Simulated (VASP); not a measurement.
# LaSb (Fm-3m) in VASP: notebook, part 2 of 2

VASP 6.6.1. Earlier steps stand in the parts before.

**3. Single point, LDA**

This run uses another cell than the first one, of 33.49 Å³/atom.

Input file INCAR:

```
PREC = Accurate
ENCUT = 520
EDIFF = 1E-6
ISMEAR = 0
SIGMA = 0.1
LREAL = F
LASPH = T
NELM = 60
ALGO = Normal
ISIF = 2
LWAVE = F
LCHARG = F
GGA = CA
NBANDS = 15
```

Input file KPOINTS:

```
Automatic mesh
0
Gamma
  8 8 8
```

Input file POSCAR:

```
LaSb
1.0
    0.0000000000      3.2232208203      3.2232208203
    3.2232208203      0.0000000000      3.2232208203
    3.2232208203      3.2232208203      0.0000000000
La Sb
1 1
Direct
    0.0000000000      0.0000000000      0.0000000000
    0.5000000000      0.5000000000      0.5000000000
```

Potentials or basis: VASP PAW LDA potentials, release 64 (La, Sb).

Run with:

```console
> cat potpaw_LDA.64/La/POTCAR potpaw_LDA.64/Sb/POTCAR > POTCAR
> mpirun -np 1 vasp_std > vasp.out
```

OUTCAR:

```text
PREC = Accurate
   ENCUT = 520
   EDIFF = 1E-6
   ISMEAR = 0
   LREAL = F
   LASPH = T
   NELM = 60
   ISIF = 2
   GGA = CA

 ion  position               nearest neighbor table
   1  0.000  0.000  0.000-   2 3.22   2 3.22   2 3.22   2 3.22   2 3.22   2 3.22
   2  0.500  0.500  0.500-   1 3.22   1 3.22   1 3.22   1 3.22   1 3.22   1 3.22

  LATTYP: Found a face centered cubic cell.
 ALAT       =     6.4464416406

  Lattice vectors:

 A1 = (   0.0000000000,   3.2232208203,   3.2232208203)
 A2 = (   3.2232208203,   0.0000000000,   3.2232208203)
 A3 = (   3.2232208203,   3.2232208203,   0.0000000000)

Analysis of symmetry for initial positions (statically):
=====================================================================
 Subroutine PRICEL returns:
 Original cell was already a primitive cell.

 Routine SETGRP: Setting up the symmetry group for a
 face centered cubic supercell.

 Subroutine GETGRP returns: Found 48 space group operations
 (whereof 48 operations were pure point group operations)
 out of a pool of 48 trial point group operations.

The static configuration has the point symmetry O_h .

Analysis of symmetry for dynamics (positions and initial velocities):
=====================================================================
 Subroutine PRICEL returns:
 Original cell was already a primitive cell.

 Routine SETGRP: Setting up the symmetry group for a
 face centered cubic supercell.

 Subroutine GETGRP returns: Found 48 space group operations
 (whereof 48 operations were pure point group operations)
 out of a pool of 48 trial point group operations.

The dynamic configuration has the point symmetry O_h .

 Subroutine INISYM returns: Found 48 space group operations
 (whereof 48 operations are pure point group operations),
 and found     1 'primitive' translations

----------------------------------------------------------------------------------------

                                     Primitive cell

  volume of cell :      66.9731

  direct lattice vectors                    reciprocal lattice vectors
     0.000000000  3.223220820  3.223220820    -0.155124339  0.155124339  0.155124339
     3.223220820  0.000000000  3.223220820     0.155124339 -0.155124339  0.155124339
     3.223220820  3.223220820  0.000000000     0.155124339  0.155124339 -0.155124339

  length of vectors
     4.558322599  4.558322599  4.558322599     0.268683237  0.268683237  0.268683237

  position of ions in fractional coordinates (direct lattice)
     0.000000000  0.000000000  0.000000000
     0.500000000  0.500000000  0.500000000

  ion indices of the primitive-cell ions
   primitive index   ion index
                 1           1
                 2           2

----------------------------------------------------------------------------------------

 KPOINTS: Automatic mesh

Automatic generation of k-mesh.
 Grid dimensions read from file:
 generate k-points for:    8    8    8

 Generating k-lattice:

  Cartesian coordinates                     Fractional coordinates (reciprocal lattice)
    -0.019390542  0.019390542  0.019390542     0.125000000  0.000000000  0.000000000
     0.019390542 -0.019390542  0.019390542     0.000000000  0.125000000  0.000000000
     0.019390542  0.019390542 -0.019390542     0.000000000  0.000000000  0.125000000

  Length of vectors
     0.033585405  0.033585405  0.033585405

  Shift w.r.t. Gamma in fractional coordinates (k-lattice)
     0.000000000  0.000000000  0.000000000

 Subroutine IBZKPT returns following result:
 ===========================================

 Found     29 irreducible k-points:

 Following reciprocal coordinates:
            Coordinates               Weight
  0.000000  0.000000  0.000000      1.000000
  0.125000  0.000000  0.000000      8.000000
  0.250000  0.000000  0.000000      8.000000
  0.375000  0.000000  0.000000      8.000000
  0.500000  0.000000  0.000000      4.000000
  0.125000  0.125000  0.000000      6.000000
[... 16 lines left out ...]
  0.500000  0.250000  0.125000     48.000000
 -0.375000  0.250000  0.125000     24.000000
 [... further k-points ...]
   k-points           NKPTS =     29   k-points in BZ     NKDIM =     29   number of bands    NBANDS=     15
   number of dos      NEDOS =    301   number of ions     NIONS =      2
   total plane-waves  NPLWV =  46656
   dimension x,y,z NGX =    36 NGY =   36 NGZ =   36
   dimension x,y,z NGXF=    72 NGYF=   72 NGZF=   72
   ions per type =               1   1
   NGX,Y,Z   is equivalent  to a cutoff of  13.13, 13.13, 13.13 a.u.
   NGXF,Y,Z  is equivalent  to a cutoff of  26.26, 26.26, 26.26 a.u.
 SYSTEM =  unknown system
   PREC   = accura    normal or accurate (medium, high low for compatibility)
   ISTART =      0    job   : 0-new  1-cont  2-samecut
   ICHARG =      2    charge: 1-file 2-atom 10-const
   ISPIN  =      1    spin polarized calculation?
   LNONCOLLINEAR =      F non collinear calculations
   LSORBIT =      F    spin-orbit coupling
   LASPH  =      T    aspherical Exc in radial PAW
   ENCUT  =  520.0 eV  38.22 Ry    6.18 a.u.   8.48  8.48  8.48*2*pi/ulx,y,z
   NELM   =     60;   NELMIN=  2; NELMDL= -5     # of ELM steps
   EDIFF  = 0.1E-05   stopping-criterion for ELM
   LREAL  =      F    real-space projection
   EDIFFG = 0.1E-04   stopping-criterion for IOM
   NSW    =      0    number of steps for IOM
   IBRION =     -1    ionic relax: 0-MD 1-quasi-New 2-CG
   NFREE  =      0    steps in history (QN), initial steepest desc. (CG)
   ISIF   =      2    stress and relaxation
   ISYM   =      2    0-nonsym 1-usesym 2-fastsym
   POTIM  = 0.5000    time-step for ionic-motion
   TEBEG  =    0.0;   TEEND  =   0.0 temperature during run
   PSTRESS=    0.0 pullay stress
   NELECT =      16.0000    total number of electrons
   NUPDOWN=      -1.0000    fix difference up-down
   EMIN   =  10.00;   EMAX   =-10.00  energy-range for DOS
   EFERMI =   0.00;   METHOD = LEGACY
   ISMEAR =     0;   SIGMA  =   0.10  broadening in eV -4-tet -1-fermi 0-gaus
   EFERMI_NEDOS =   21; number of points for ismear=-14 and -15
   IALGO  =     38    algorithm
   IMIX   =      4    mixing-type and parameters
     AMIX     =   0.40;   BMIX     =  1.00
     AMIX_MAG =   1.60;   BMIX_MAG =  1.00
  volume/ion in A,a.u.               =      33.49       225.98
  Fermi-wavevector in a.u.,A,eV,Ry     =   1.015815  1.919613 14.039591  1.031881
  Thomas-Fermi vector in A             =   2.149123
   LORBIT       =      0    0 simple, 1 ext, 2 COOP (PROOUT), +10 PAW based schemes
   GGA     = CA    functional components
   LHFCALC =     F    Hartree Fock is set to
   AEXX    =    0.0000 exact exchange contribution
   IVDW    =     0    specifies the selected vdW correction
   LEPSILON=     F    determine dielectric tensor
   LRPA    =     F    only Hartree local field effects (RPA)
 non-spin polarized calculation
 Gauss-broadening in eV      SIGMA  =   0.10
  energy-cutoff  :      520.00
  volume of cell :       66.97
 maximum number of plane-waves:      1826
 NGX is ok and might be reduce to    36
   NGX = 17   NGY = 17   NGZ = 17

 number of electron      15.9999999 magnetization

 Free energy of the ion-electron system (eV)
  ---------------------------------------------------
  ext. energy  EPLUGINS =         0.00000000
  ---------------------------------------------------
  free energy    TOTEN  =       -12.90513434 eV

  energy without entropy =      -12.90342595  energy(sigma->0) =      -12.90428015

 E-fermi :   6.6437     XC(G=0):  -9.6928

 val. band max:        6.6315764126   @ k =   0.1250   0.1250   0.0000
 cond. band min:       6.9202934331   @ k =   0.0000   0.0000   0.0000
 fundamental gap:      0.2887170205
 Fermi energy:         6.6437308001

 k-point     1 :       0.0000    0.0000    0.0000
  band No.  band energies     occupation
      1     -25.6049      2.00000
      2      -9.2664      2.00000
      3      -9.2664      2.00000
      4      -9.2664      2.00000
      5      -2.2919      2.00000
      6       6.9203      0.00009
      7       6.9203      0.00009
      8       6.9203      0.00009
      9       7.9702      0.00000
     10       7.9702      0.00000
     11       7.9702      0.00000
     12       8.5877      0.00000
     13       8.7396      0.00000
     14       8.7397      0.00000
     15       8.9760      0.00000
[... 397 lines left out ...]
 k-point    24 :      -0.3750    0.2500    0.1250
  band No.  band energies     occupation
      1     -25.5801      2.00000
      2      -9.5783      2.00000
      3      -9.3703      2.00000
      4      -9.3133      2.00000
      5      -1.1669      2.00000
      6       4.0484      2.00000
      7       5.2297      2.00000
      8       5.2998      2.00000
      9       8.4203      0.00000
     10       8.5293      0.00000
     11       8.7349      0.00000
     12       8.8388      0.00000
     13       8.8816      0.00000
     14       8.9385      0.00000
     15       8.9678      0.00000

 [... further k-points ...]
[... 5 lines left out ...]
  --------------------------------------------------------------------------------------
  -------------------------------------------------------------------------------------
  Total       -0.4964557     -0.4964557     -0.4964557      0.0000000      0.0000000     -0.0000000
  in kB      -11.8765666    -11.8765666    -11.8765666      0.0000000      0.0000000     -0.0000000
  external PRESSURE =     -11.8765666 kB  Pullay stress =       0.0000000 kB

 VOLUME and BASIS-vectors are now :
 -----------------------------------------------------------------------------
  energy-cutoff  :      520.00
  volume of cell :       66.97
      direct lattice vectors                 reciprocal lattice vectors
     0.000000000  3.223220820  3.223220820    -0.155124339  0.155124339  0.155124339
     3.223220820  0.000000000  3.223220820     0.155124339 -0.155124339  0.155124339
     3.223220820  3.223220820  0.000000000     0.155124339  0.155124339 -0.155124339

 POSITION                                       TOTAL-FORCE (eV/Angst)
 -----------------------------------------------------------------------------------
      0.00000      0.00000      0.00000        -0.000000     -0.000000     -0.000000
      3.22322      3.22322      3.22322         0.000000      0.000000      0.000000
 -----------------------------------------------------------------------------------
    total drift:                                0.000000      0.000000      0.000000

  FREE ENERGIE OF THE ION-ELECTRON SYSTEM (eV)
  ---------------------------------------------------
  free  energy   TOTEN  =       -12.9051343439 eV

  energy  without entropy=      -12.9034259487  energy(sigma->0) =      -12.90428015
```

stdout:

```text
POSCAR found type information on POSCAR LaSb
 POSCAR found :  2 types and       2 ions
 scaLAPACK will be used
 LDA part: xc-table for (Slater(with rela. corr.)+CA(PZ))
 , standard interpolation
 POSCAR, INCAR and KPOINTS ok, starting setup
 FFT: planning ... GRIDC
 FFT: planning ... GRID_SOFT
 FFT: planning ... GRID
 WAVECAR not read
 entering main loop
```

Wall time 50 s (1 thread of AMD EPYC 7R13, shared host); peak memory 0.17 GiB.

What came out:

| Item | Value |
| --- | --- |
| Free energy | -12.9051 eV |
| Pressure | -1.2 GPa |
| Band gap on the k mesh | zero (bands 8 and 9 overlap by 0.45 eV) |

Levels at points of the mesh, in eV from the Fermi level:
```tsv
k point	band 6	band 7	band 8	band 9	band 10	band 11
(0.00, 0.00, 0.00)	0.28	0.28	0.28	1.33	1.33	1.33
(0.50, 0.00, 0.00)	-3.20	-1.59	-1.59	1.84	2.06	2.06
(0.50, 0.50, 0.00)	-1.38	-0.24	-0.18	-0.18	2.12	2.15
```

Caveat: spin-orbit coupling is left out, which moves the levels of the heavy elements.
